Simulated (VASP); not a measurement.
# AlN (F-43m) in VASP: a series of runs, part 2 of 2

VASP 6.6.1.

### Step 3. Single point, PBEsol

This run uses another cell than the first one, of 10.44 Å³/atom, 1.063 times its volume.

INCAR reads:

```
SYSTEM = AlN
  PREC = Accurate
  ENCUT = 520
  EDIFF = 1E-6
  ISMEAR = 0
  SIGMA = 0.01
  LREAL = .FALSE.
  LASPH = .TRUE.
  NELM = 100
  ALGO = Normal
  ISIF = 2
  LWAVE = .FALSE.
  LCHARG = .FALSE.
  GGA = PS
  NBANDS = 11
```

KPOINTS reads:

```
Automatic mesh
0
G
  10 10 10
  0 0 0
```

POSCAR reads:

```
AlN
1.0
    0.0000000000      2.1853227324      2.1853227324
    2.1853227324      0.0000000000      2.1853227324
    2.1853227324      2.1853227324      0.0000000000
Al N
1 1
Direct
    0.0000000000      0.0000000000      0.0000000000
    0.2500000000      0.2500000000      0.2500000000
```

Potentials or basis: VASP PAW PBE potentials, release 64 (Al, N).

Launch:

```console
$ cat potpaw_PBE.64/Al/POTCAR potpaw_PBE.64/N/POTCAR > POTCAR
$ mpirun -np 1 vasp_std > vasp.out
```

OUTCAR:

```text
SYSTEM = AlN
   PREC = Accurate
   ENCUT = 520
   EDIFF = 1E-6
   ISMEAR = 0
   LREAL = .FALSE.
   LASPH = .TRUE.
   NELM = 100
   ISIF = 2
   GGA = PS

 ion  position               nearest neighbor table
   1  0.000  0.000  0.000-   2 1.89   2 1.89   2 1.89   2 1.89
   2  0.250  0.250  0.250-   1 1.89   1 1.89   1 1.89   1 1.89

  LATTYP: Found a face centered cubic cell.
 ALAT       =     4.3706454648

  Lattice vectors:

 A1 = (   0.0000000000,   2.1853227324,   2.1853227324)
 A2 = (   2.1853227324,   0.0000000000,   2.1853227324)
 A3 = (   2.1853227324,   2.1853227324,   0.0000000000)

Analysis of symmetry for initial positions (statically):
=====================================================================
 Subroutine PRICEL returns:
 Original cell was already a primitive cell.

 Routine SETGRP: Setting up the symmetry group for a
 face centered cubic supercell.

 Subroutine GETGRP returns: Found 24 space group operations
 (whereof 24 operations were pure point group operations)
 out of a pool of 48 trial point group operations.

The static configuration has the point symmetry T_d .

Analysis of symmetry for dynamics (positions and initial velocities):
=====================================================================
 Subroutine PRICEL returns:
 Original cell was already a primitive cell.

 Routine SETGRP: Setting up the symmetry group for a
 face centered cubic supercell.

 Subroutine GETGRP returns: Found 24 space group operations
 (whereof 24 operations were pure point group operations)
 out of a pool of 48 trial point group operations.

The dynamic configuration has the point symmetry T_d .

 Subroutine INISYM returns: Found 24 space group operations
 (whereof 24 operations are pure point group operations),
 and found     1 'primitive' translations

----------------------------------------------------------------------------------------

                                     Primitive cell

  volume of cell :      20.8726

  direct lattice vectors                    reciprocal lattice vectors
     0.000000000  2.185322732  2.185322732    -0.228799157  0.228799157  0.228799157
     2.185322732  0.000000000  2.185322732     0.228799157 -0.228799157  0.228799157
     2.185322732  2.185322732  0.000000000     0.228799157  0.228799157 -0.228799157

  length of vectors
     3.090513046  3.090513046  3.090513046     0.396291765  0.396291765  0.396291765

  position of ions in fractional coordinates (direct lattice)
     0.000000000  0.000000000  0.000000000
     0.250000000  0.250000000  0.250000000

  ion indices of the primitive-cell ions
   primitive index   ion index
                 1           1
                 2           2

----------------------------------------------------------------------------------------

 KPOINTS: Automatic mesh

Automatic generation of k-mesh.
 Grid dimensions read from file:
 generate k-points for:   10   10   10

 Generating k-lattice:

  Cartesian coordinates                     Fractional coordinates (reciprocal lattice)
    -0.022879916  0.022879916  0.022879916     0.100000000  0.000000000  0.000000000
     0.022879916 -0.022879916  0.022879916     0.000000000  0.100000000  0.000000000
     0.022879916  0.022879916 -0.022879916     0.000000000  0.000000000  0.100000000

  Length of vectors
     0.039629177  0.039629177  0.039629177

  Shift w.r.t. Gamma in fractional coordinates (k-lattice)
     0.000000000  0.000000000  0.000000000

 Subroutine IBZKPT returns following result:
 ===========================================

 Found     47 irreducible k-points:

 Following reciprocal coordinates:
            Coordinates               Weight
  0.000000  0.000000  0.000000      1.000000
  0.100000  0.000000  0.000000      8.000000
  0.200000  0.000000  0.000000      8.000000
  0.300000  0.000000  0.000000      8.000000
  0.400000  0.000000  0.000000      8.000000
  0.500000  0.000000  0.000000      4.000000
[... 16 lines left out ...]
  0.300000  0.300000  0.000000      6.000000
  0.400000  0.300000  0.000000     24.000000
 [... further k-points ...]
   k-points           NKPTS =     47   k-points in BZ     NKDIM =     47   number of bands    NBANDS=     11
   number of dos      NEDOS =    301   number of ions     NIONS =      2
   total plane-waves  NPLWV =  13824
   dimension x,y,z NGX =    24 NGY =   24 NGZ =   24
   dimension x,y,z NGXF=    48 NGYF=   48 NGZF=   48
   ions per type =               1   1
   NGX,Y,Z   is equivalent  to a cutoff of  12.91, 12.91, 12.91 a.u.
   NGXF,Y,Z  is equivalent  to a cutoff of  25.82, 25.82, 25.82 a.u.
 SYSTEM =  AlN
   PREC   = accura    normal or accurate (medium, high low for compatibility)
   ISTART =      0    job   : 0-new  1-cont  2-samecut
   ICHARG =      2    charge: 1-file 2-atom 10-const
   ISPIN  =      1    spin polarized calculation?
   LNONCOLLINEAR =      F non collinear calculations
   LSORBIT =      F    spin-orbit coupling
   LASPH  =      T    aspherical Exc in radial PAW
   ENCUT  =  520.0 eV  38.22 Ry    6.18 a.u.   5.75  5.75  5.75*2*pi/ulx,y,z
   NELM   =    100;   NELMIN=  2; NELMDL= -5     # of ELM steps
   EDIFF  = 0.1E-05   stopping-criterion for ELM
   LREAL  =      F    real-space projection
   EDIFFG = 0.1E-04   stopping-criterion for IOM
   NSW    =      0    number of steps for IOM
   IBRION =     -1    ionic relax: 0-MD 1-quasi-New 2-CG
   NFREE  =      0    steps in history (QN), initial steepest desc. (CG)
   ISIF   =      2    stress and relaxation
   ISYM   =      2    0-nonsym 1-usesym 2-fastsym
   POTIM  = 0.5000    time-step for ionic-motion
   TEBEG  =    0.0;   TEEND  =   0.0 temperature during run
   PSTRESS=    0.0 pullay stress
   NELECT =       8.0000    total number of electrons
   NUPDOWN=      -1.0000    fix difference up-down
   EMIN   =  10.00;   EMAX   =-10.00  energy-range for DOS
   EFERMI =   0.00;   METHOD = LEGACY
   ISMEAR =     0;   SIGMA  =   0.01  broadening in eV -4-tet -1-fermi 0-gaus
   EFERMI_NEDOS =   21; number of points for ismear=-14 and -15
   IALGO  =     38    algorithm
   IMIX   =      4    mixing-type and parameters
     AMIX     =   0.40;   BMIX     =  1.00
     AMIX_MAG =   1.60;   BMIX_MAG =  1.00
  volume/ion in A,a.u.               =      10.44        70.43
  Fermi-wavevector in a.u.,A,eV,Ry     =   1.189175  2.247216 19.240517  1.414138
  Thomas-Fermi vector in A             =   2.325289
   LORBIT       =      0    0 simple, 1 ext, 2 COOP (PROOUT), +10 PAW based schemes
   GGA     = PS    functional components
   LHFCALC =     F    Hartree Fock is set to
   AEXX    =    0.0000 exact exchange contribution
   IVDW    =     0    specifies the selected vdW correction
   LEPSILON=     F    determine dielectric tensor
   LRPA    =     F    only Hartree local field effects (RPA)
 non-spin polarized calculation
 Gauss-broadening in eV      SIGMA  =   0.01
  energy-cutoff  :      520.00
  volume of cell :       20.87
 maximum number of plane-waves:       588
   NGX = 11   NGY = 11   NGZ = 11

 number of electron       8.0000000 magnetization

 Free energy of the ion-electron system (eV)
  ---------------------------------------------------
  ext. energy  EPLUGINS =         0.00000000
  ---------------------------------------------------
  free energy    TOTEN  =       -15.61103018 eV

  energy without entropy =      -15.61103018  energy(sigma->0) =      -15.61103018

 E-fermi :   5.9934     XC(G=0): -11.1212

 val. band max:        5.8610014423   @ k =   0.0000   0.0000   0.0000
 cond. band min:       9.0469635655   @ k =   0.5000   0.5000   0.0000
 fundamental gap:      3.1859621232
 Fermi energy:         5.9934140662

 k-point     1 :       0.0000    0.0000    0.0000
  band No.  band energies     occupation
      1      -9.0866      2.00000
      2       5.8610      2.00000
      3       5.8610      2.00000
      4       5.8610      2.00000
      5       9.9777      0.00000
      6      18.3118      0.00000
      7      18.3118      0.00000
      8      18.3118      0.00000
      9      23.4337      0.00000
     10      23.4337      0.00000
     11      24.7826      0.00000
[... 309 lines left out ...]
 k-point    24 :       0.4000    0.3000    0.0000
  band No.  band energies     occupation
      1      -7.0539      2.00000
      2       1.6837      2.00000
      3       4.1431      2.00000
      4       4.4469      2.00000
      5      10.6562      0.00000
      6      15.2567      0.00000
      7      18.0130      0.00000
      8      20.3284      0.00000
      9      20.8350      0.00000
     10      27.0374      0.00000
     11      29.2913      0.00000

 [... further k-points ...]

------------------------ aborting loop because EDIFF is reached ----------------------------------------

  FORCE on cell =-STRESS in cart. coord.  units (eV):
  Direction    XX          YY          ZZ          XY          YZ          ZX
  --------------------------------------------------------------------------------------
  -------------------------------------------------------------------------------------
  Total        0.1237820      0.1237820      0.1237820     -0.0000000      0.0000000      0.0000000
  in kB        9.5014844      9.5014844      9.5014844     -0.0000000      0.0000000      0.0000000
  external PRESSURE =       9.5014844 kB  Pullay stress =       0.0000000 kB

 VOLUME and BASIS-vectors are now :
 -----------------------------------------------------------------------------
  energy-cutoff  :      520.00
  volume of cell :       20.87
      direct lattice vectors                 reciprocal lattice vectors
     0.000000000  2.185322732  2.185322732    -0.228799157  0.228799157  0.228799157
     2.185322732  0.000000000  2.185322732     0.228799157 -0.228799157  0.228799157
     2.185322732  2.185322732  0.000000000     0.228799157  0.228799157 -0.228799157

 POSITION                                       TOTAL-FORCE (eV/Angst)
 -----------------------------------------------------------------------------------
      0.00000      0.00000      0.00000         0.000000      0.000000      0.000000
      1.09266      1.09266      1.09266        -0.000000     -0.000000     -0.000000
 -----------------------------------------------------------------------------------
    total drift:                                0.000000      0.000000      0.000000

  FREE ENERGIE OF THE ION-ELECTRON SYSTEM (eV)
  ---------------------------------------------------
  free  energy   TOTEN  =       -15.6110301803 eV

  energy  without entropy=      -15.6110301803  energy(sigma->0) =      -15.61103018
```

OSZICAR:

```text
N       E                     dE             d eps       ncg     rms          rms(c)
DAV:   1     0.107887611365E+02    0.10789E+02   -0.38714E+03  1058   0.603E+02
DAV:   2    -0.168924954992E+02   -0.27681E+02   -0.26885E+02  1209   0.138E+02
DAV:   3    -0.178350130562E+02   -0.94252E+00   -0.94116E+00  1278   0.242E+01
DAV:   4    -0.178398757009E+02   -0.48626E-02   -0.48622E-02  1175   0.189E+00
DAV:   5    -0.178399329393E+02   -0.57238E-04   -0.57237E-04  1264   0.199E-01    0.828E+00
DAV:   6    -0.156523629551E+02    0.21876E+01   -0.10816E+01  1218   0.163E+01    0.284E+00
DAV:   7    -0.156293945166E+02    0.22968E-01   -0.15123E-01  1148   0.303E+00    0.202E+00
DAV:   8    -0.156122641443E+02    0.17130E-01   -0.27552E-02  1148   0.154E+00    0.557E-01
DAV:   9    -0.156110164628E+02    0.12477E-02   -0.35592E-03  1244   0.365E-01    0.230E-01
DAV:  10    -0.156110277424E+02   -0.11280E-04   -0.26622E-04  1136   0.109E-01    0.125E-02
DAV:  11    -0.156110302630E+02   -0.25205E-05   -0.22691E-06  1253   0.126E-02    0.148E-02
DAV:  12    -0.156110301803E+02    0.82678E-07   -0.23057E-07   658   0.395E-03
   1 F= -.15611030E+02 E0= -.15611030E+02  d E =-.121022E-80
```

It took 5.4 s on 1 thread of AMD EPYC 9R45 (Zen 5), shared host; peak memory 0.1 GiB.

What came out:

* Free energy: -15.6110 eV
* Pressure: 1.0 GPa
* Band gap on the k mesh: 3.19 eV, indirect (least direct gap 4.12 eV)

Caveat: the PAW data sets were made with another functional, which shifts forces and pressure a little.

### Step 4. Single point, PBEsol

This run uses another cell than the first one, of 10.39 Å³/atom, 1.058 times its volume.

INCAR reads:

```
SYSTEM = AlN
ALGO     = Normal         ! electronic algorithm
EDIFF    = 1E-6           ! SCF threshold, eV
ENCUT    = 520            ! plane-wave cutoff, eV
GGA      = PS             ! functional
ISIF     = 2              ! what is computed and relaxed
ISMEAR   = 0              ! smearing method
LASPH    = .TRUE.         ! aspherical terms in the spheres
LCHARG   = .FALSE.        ! write CHGCAR
LREAL    = .FALSE.        ! projectors in reciprocal space
LWAVE    = .FALSE.        ! write WAVECAR
NBANDS   = 11             ! bands
NELM     = 60             ! most SCF steps
PREC     = Accurate       ! precision mode
SIGMA    = 0.01           ! smearing width, eV
```

KPOINTS reads:

```
k-points
0
G
  10 10 10
  0 0 0
```

POSCAR reads:

```
AlN
1.0
    0.0000000000      2.1818517119      2.1818517119
    2.1818517119      0.0000000000      2.1818517119
    2.1818517119      2.1818517119      0.0000000000
Al N
1 1
Direct
    0.0000000000      0.0000000000      0.0000000000
    0.2500000000      0.2500000000      0.2500000000
```

Launch:

```console
$ cat potpaw_PBE.64/Al/POTCAR potpaw_PBE.64/N/POTCAR > POTCAR
$ mpirun -np 1 vasp_std > vasp.out
```

Wall time 5.4 s (1 thread of AMD EPYC 9R45 (Zen 5), shared host); peak memory 0.1 GiB.

Results (log left out):

```
Free energy            : -15.6101 eV
Pressure               : 1.9 GPa
Band gap on the k mesh : 3.19 eV, indirect (least direct gap 4.16 eV)
```

Levels at points of the mesh, in eV from the valence-band top:
```csv
k point,band 2,band 3,band 4,band 5,band 6,band 7
"(0.00, 0.00, 0.00)",0.00,0.00,0.00,4.16,12.50,12.50
"(0.50, 0.00, 0.00)",-5.93,-0.48,-0.48,7.31,9.79,11.05
"(0.50, 0.50, 0.00)",-4.96,-1.79,-1.79,3.19,8.50,13.91
```

Caveat: the PAW data sets were made with another functional, which shifts forces and pressure a little.

### Step 5. The runs side by side

```csv
cell,gap on the mesh (eV),pressure (GPa)
"a = 3.028 Å, angles 60.0°, 2 atoms",3.21,15.1
"a = 3.091 Å, angles 60.0°, 2 atoms",3.19,1.0
"a = 3.086 Å, angles 60.0°, 2 atoms",3.19,1.9
```

Alike in all rows: task single point; level PBEsol; potentials or basis VASP PAW PBE potentials, release 64 (Al, N); no spin polarisation; k mesh 10 × 10 × 10; cutoff (eV) 520; smearing gaussian 0.01 eV.

Caveats: the PAW data sets were made with another functional, which shifts forces and pressure a little.

Absolute energies hang on the potentials; compare differences alone.
